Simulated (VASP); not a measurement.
# TaH5 (P6/mmm) in VASP: a series of runs, part 2 of 2

VASP 6.6.1. The steps go on from the part before.

## (3) Relaxation of cell and atoms, PBE

This run uses another cell than the first one, of 8.41 Å³/atom, 1.659 times its volume.

INCAR reads:

```
SYSTEM = TaH5
ALGO     = Normal         ! electronic algorithm
EDIFF    = 1E-6           ! SCF threshold, eV
EDIFFG   = -0.04          ! ionic threshold
ENCUT    = 600            ! plane-wave cutoff, eV
GGA      = PE             ! functional
IBRION   = 2              ! ionic algorithm
ISIF     = 3              ! what is computed and relaxed
ISMEAR   = 0              ! smearing method
LASPH    = .True.         ! aspherical terms in the spheres
LCHARG   = .False.        ! write CHGCAR
LREAL    = .False.        ! projectors in reciprocal space
LWAVE    = .False.        ! write WAVECAR
NELM     = 60             ! most SCF steps
NSW      = 90             ! ionic steps
PREC     = Accurate       ! precision mode
SIGMA    = 0.1            ! smearing width, eV
```

KPOINTS reads:

```
k-points
0
Gamma
  6 6 6
  0 0 0
```

POSCAR reads:

```
TaH5
1.0
    4.1913431000      0.0000000000      0.0000000000
   -2.0956715500      3.6298096000      0.0000000000
    0.0000000000      0.0000000000      3.3179927700
Ta H
1 5
Direct
    0.0000000000      0.0000000000      0.0000000000
    0.5000000000      0.0000000000      0.5000000000
    0.5000000000      0.5000000000      0.5000000000
    0.0000000000      0.5000000000      0.5000000000
    0.3333333300      0.6666666700      0.0000000000
    0.6666666700      0.3333333300      0.0000000000
```

Potentials or basis: VASP PAW PBE potentials, release 64 (Ta_pv, H).

Command:

```sh
$ cat potpaw_PBE.64/Ta_pv/POTCAR potpaw_PBE.64/H/POTCAR > POTCAR
$ mpirun -np 1 vasp_std > vasp.out
```

OUTCAR:

```text
SYSTEM = TaH5
   EDIFF = 1E-6
   EDIFFG = -0.04
   ENCUT = 600
   GGA = PE
   IBRION = 2
   ISIF = 3
   ISMEAR = 0
   LASPH = .True.
   LREAL = .False.
   NELM = 60
   NSW = 90
   PREC = Accurate

 ion  position               nearest neighbor table
   1  0.000  0.000  0.000-
   2  0.500  0.000  0.500-
   3  0.500  0.500  0.500-
   4  0.000  0.500  0.500-
   5  0.333  0.667  0.000-
   6  0.667  0.333  0.000-

  LATTYP: Found a hexagonal cell.
 ALAT       =     4.1913431000
 C/A-ratio  =     0.7916299599

  Lattice vectors:

 A1 = (   4.1913431000,   0.0000000000,   0.0000000000)
 A2 = (  -2.0956715500,   3.6298096000,   0.0000000000)
 A3 = (   0.0000000000,   0.0000000000,   3.3179927700)

Analysis of symmetry for initial positions (statically):
=====================================================================
 Subroutine PRICEL returns:
 Original cell was already a primitive cell.

 Routine SETGRP: Setting up the symmetry group for a
 hexagonal supercell.

 Subroutine GETGRP returns: Found 24 space group operations
 (whereof 24 operations were pure point group operations)
 out of a pool of 24 trial point group operations.

The static configuration has the point symmetry D_6h.

Analysis of symmetry for dynamics (positions and initial velocities):
=====================================================================
 Subroutine PRICEL returns:
 Original cell was already a primitive cell.

 Routine SETGRP: Setting up the symmetry group for a
 hexagonal supercell.

 Subroutine GETGRP returns: Found 24 space group operations
 (whereof 24 operations were pure point group operations)
 out of a pool of 24 trial point group operations.

The dynamic configuration has the point symmetry D_6h.

 Subroutine INISYM returns: Found 24 space group operations
 (whereof 24 operations are pure point group operations),
 and found     1 'primitive' translations

----------------------------------------------------------------------------------------

                                     Primitive cell

  volume of cell :      50.4792

  direct lattice vectors                    reciprocal lattice vectors
     4.191343100  0.000000000  0.000000000     0.238587006  0.137748272  0.000000000
    -2.095671550  3.629809600  0.000000000     0.000000000  0.275496544  0.000000000
     0.000000000  0.000000000  3.317992770     0.000000000  0.000000000  0.301387034

  length of vectors
     4.191343100  4.191343100  3.317992770     0.275496544  0.275496544  0.301387034

  position of ions in fractional coordinates (direct lattice)
     0.000000000  0.000000000  0.000000000
     0.500000000  0.000000000  0.500000000
     0.500000000  0.500000000  0.500000000
     0.000000000  0.500000000  0.500000000
     0.333333330  0.666666670  0.000000000
     0.666666670  0.333333330  0.000000000

  ion indices of the primitive-cell ions
   primitive index   ion index
                 1           1
                 2           2
                 3           3
                 4           4
                 5           5
                 6           6

[... 54 lines left out ...]
   number of dos      NEDOS =    301   number of ions     NIONS =      6
   total plane-waves  NPLWV =  36288
   dimension x,y,z NGX =    36 NGY =   36 NGZ =   28
   dimension x,y,z NGXF=    72 NGYF=   72 NGZF=   56
   ions per type =               1   5
   NGX,Y,Z   is equivalent  to a cutoff of  14.28, 14.28, 14.03 a.u.
   NGXF,Y,Z  is equivalent  to a cutoff of  28.56, 28.56, 28.06 a.u.
 SYSTEM =  TaH5
   PREC   = accura    normal or accurate (medium, high low for compatibility)
   ISTART =      0    job   : 0-new  1-cont  2-samecut
   ICHARG =      2    charge: 1-file 2-atom 10-const
   ISPIN  =      1    spin polarized calculation?
   LNONCOLLINEAR =      F non collinear calculations
   LSORBIT =      F    spin-orbit coupling
   LASPH  =      T    aspherical Exc in radial PAW
   ENCUT  =  600.0 eV  44.10 Ry    6.64 a.u.   8.37  8.37  6.63*2*pi/ulx,y,z
   NELM   =     60;   NELMIN=  2; NELMDL= -5     # of ELM steps
   EDIFF  = 0.1E-05   stopping-criterion for ELM
   LREAL  =      F    real-space projection
   EDIFFG = -.4E-01   stopping-criterion for IOM
   NSW    =     90    number of steps for IOM
   IBRION =      2    ionic relax: 0-MD 1-quasi-New 2-CG
   NFREE  =      1    steps in history (QN), initial steepest desc. (CG)
   ISIF   =      3    stress and relaxation
   ISYM   =      2    0-nonsym 1-usesym 2-fastsym
   POTIM  = 0.5000    time-step for ionic-motion
   TEBEG  =    0.0;   TEEND  =   0.0 temperature during run
   PSTRESS=    0.0 pullay stress
   NELECT =      16.0000    total number of electrons
   NUPDOWN=      -1.0000    fix difference up-down
   EMIN   =  10.00;   EMAX   =-10.00  energy-range for DOS
   EFERMI =   0.00;   METHOD = LEGACY
   ISMEAR =     0;   SIGMA  =   0.10  broadening in eV -4-tet -1-fermi 0-gaus
   EFERMI_NEDOS =   21; number of points for ismear=-14 and -15
   IALGO  =     38    algorithm
   IMIX   =      4    mixing-type and parameters
     AMIX     =   0.40;   BMIX     =  1.00
     AMIX_MAG =   1.60;   BMIX_MAG =  1.00
  volume/ion in A,a.u.               =       8.41        56.78
  Fermi-wavevector in a.u.,A,eV,Ry     =   1.116205  2.109322 16.951686  1.245914
  Thomas-Fermi vector in A             =   2.252817
   LORBIT       =      0    0 simple, 1 ext, 2 COOP (PROOUT), +10 PAW based schemes
   GGA     = PE    functional components
   LHFCALC =     F    Hartree Fock is set to
   AEXX    =    0.0000 exact exchange contribution
   IVDW    =     0    specifies the selected vdW correction
   LEPSILON=     F    determine dielectric tensor
   LRPA    =     F    only Hartree local field effects (RPA)
 conjugate gradient relaxation of ions
 non-spin polarized calculation
 Gauss-broadening in eV      SIGMA  =   0.10
  energy-cutoff  :      600.00
  volume of cell :       50.48
 maximum number of plane-waves:      1730
 NGX is ok and might be reduce to    36
   NGX = 17   NGY = 17   NGZ = 13

--------------------------------------- Ionic step        1  -------------------------------------------

 number of electron      16.0000000 magnetization

 Free energy of the ion-electron system (eV)
  ---------------------------------------------------
  ext. energy  EPLUGINS =         0.00000000
  ---------------------------------------------------
  free energy    TOTEN  =       -22.62138219 eV

  energy without entropy =      -22.61571152  energy(sigma->0) =      -22.61854686

------------------------ aborting loop because EDIFF is reached ----------------------------------------

  FORCE on cell =-STRESS in cart. coord.  units (eV):
  Direction    XX          YY          ZZ          XY          YZ          ZX
  --------------------------------------------------------------------------------------
  -------------------------------------------------------------------------------------
  Total      -12.2918757    -12.2918757     -9.1433003      0.0000000     -0.0000000     -0.0000000
  in kB     -390.1362007   -390.1362006   -290.2024494      0.0000000     -0.0000000     -0.0000000
  external PRESSURE =    -356.8249503 kB  Pullay stress =       0.0000000 kB
[... 27 lines left out ...]
--------------------------------------- Ionic step        2  -------------------------------------------

 number of electron      16.0000000 magnetization

 E-fermi :   3.8054     XC(G=0): -11.2421

 val. band max:        3.7747238867   @ k =   0.1667   0.1667   0.1667
 cond. band min:       4.0796087269   @ k =   0.1667   0.1667   0.3333
 fundamental gap:      0.3048848402
 Fermi energy:         3.8053837989

 k-point     1 :       0.0000    0.0000    0.0000
  band No.  band energies     occupation
      1     -31.9016      2.00000
      2     -31.9016      2.00000
      3     -31.5056      2.00000
      4      -8.2700      2.00000
      5       0.0063      2.00000
      6       0.6326      2.00000
      7       0.6326      2.00000
      8       2.3699      2.00000
      9       5.9989      0.00000
     10       5.9989      0.00000
     11       7.7547      0.00000
     12       8.9878      0.00000
[... 544 lines left out ...]
--------------------------------------- Ionic step        7  -------------------------------------------

 number of electron      16.0000000 magnetization

 Free energy of the ion-electron system (eV)
  ---------------------------------------------------
  ext. energy  EPLUGINS =         0.00000000
  ---------------------------------------------------
  free energy    TOTEN  =       -26.10893830 eV

  energy without entropy =      -26.10488899  energy(sigma->0) =      -26.10691364

 E-fermi :   5.6229     XC(G=0): -12.2252

 val. band max:        5.6077872287   @ k =   0.3333   0.3333   0.1667
 cond. band min:       5.8589004557   @ k =   0.3333   0.3333   0.0000
 fundamental gap:      0.2511132270
 Fermi energy:         5.6229223606

 k-point     1 :       0.0000    0.0000    0.0000
  band No.  band energies     occupation
      1     -29.7217      2.00000
      2     -29.7217      2.00000
      3     -29.2917      2.00000
      4      -8.5301      2.00000
      5       0.5092      2.00000
      6       1.8830      2.00000
      7       1.8830      2.00000
      8       3.9368      2.00000
      9       8.3958      0.00000
     10       8.3958      0.00000
     11      10.5548      0.00000
     12      12.1784      0.00000
[... 378 lines left out ...]
  FREE ENERGIE OF THE ION-ELECTRON SYSTEM (eV)
  ---------------------------------------------------
  free  energy   TOTEN  =       -26.1089382962 eV

  energy  without entropy=      -26.1048889891  energy(sigma->0) =      -26.10691364

 reached required accuracy - stopping structural energy minimisation
```

Wall time 80 s (1 thread of Intel Xeon Platinum 8259CL at 2.50GHz (Skylake/Cascade Lake), shared host); peak memory 0.21 GiB.

Results:

| Item | Value |
| --- | --- |
| Free energy | -26.1089 eV |
| Relaxed volume | 5.07 Å³/atom |
| Relaxed cell | a = 3.452 Å, b = 3.452 Å, c = 2.948 Å, α = 90.00°, β = 90.00°, γ = 120.00° |
| Space group after relaxing (to 0.05 Å) | P6/mmm (No. 191) |
| Energy gained by relaxing | 581.3 meV/atom |
| Ionic steps | 7 |
| Pressure after relaxing | 0.2 GPa |
| Band gap on the k mesh | zero (band 8 reaches 6.90 eV, above the bottom of band 9 at 4.87 eV) |

Stress tensor (GPa, compression positive):
```
0.24 0.00 0.00
0.00 0.24 0.00
0.00 0.00 0.15
```

The path:
| step | energy change (eV) | largest force (eV/Å) | pressure (GPa) | volume (Å³) |
| --- | --- | --- | --- | --- |
| 1 | 0.0000 | 0.0000 | -35.68 | 50.48 |
| 2 | -2.6617 | 0.0000 | -27.40 | 37.98 |
| 3 | -3.4255 | 0.0000 | -8.45 | 31.94 |
| 4 | -3.4698 | 0.0000 | 3.65 | 29.86 |
| 5 | -3.4741 | 0.0000 | 0.38 | 30.36 |
| 6 | -3.4858 | 0.0000 | 0.23 | 30.40 |
| 7 | -3.4876 | 0.0000 | 0.21 | 30.42 |

Final structure:
```cif
data_structure
_symmetry_space_group_name_H-M 'P 1'
_symmetry_Int_Tables_number 1
_cell_length_a 3.4517
_cell_length_b 3.4517
_cell_length_c 2.9480
_cell_angle_alpha 90.000
_cell_angle_beta 90.000
_cell_angle_gamma 120.000
_cell_volume 30.42
loop_
_atom_site_label
_atom_site_type_symbol
_atom_site_fract_x
_atom_site_fract_y
_atom_site_fract_z
_atom_site_occupancy
Ta1 Ta 0.00000 0.00000 0.00000 1
H1 H 0.50000 0.00000 0.50000 1
H2 H 0.50000 0.50000 0.50000 1
H3 H 0.00000 0.50000 0.50000 1
H4 H 0.33333 0.66667 0.00000 1
H5 H 0.66667 0.33333 0.00000 1
```

Levels at points of the mesh, in eV from the Fermi level:
```
           k point  band 5  band 6  band 7  band 8  band 9  band 10  band 11  band 12
(0.00, 0.00, 0.00)   -5.11   -3.74   -3.74   -1.69    2.77     2.77     4.93     6.56
(0.50, 0.00, 0.00)   -9.99   -4.18   -0.91    0.58    1.51     1.71     1.88     2.33
(0.00, 0.00, 0.50)   -9.34   -1.18   -1.18   -0.75   -0.75    -0.48     1.38     1.38
(0.50, 0.00, 0.50)   -7.24   -5.73   -4.71   -3.36    2.19     2.97     6.01     6.57
```

Caveat: the volume moved by over 15 % at a fixed basis, so the end points are rough; spin-orbit coupling is left out, which moves the levels of the heavy elements.
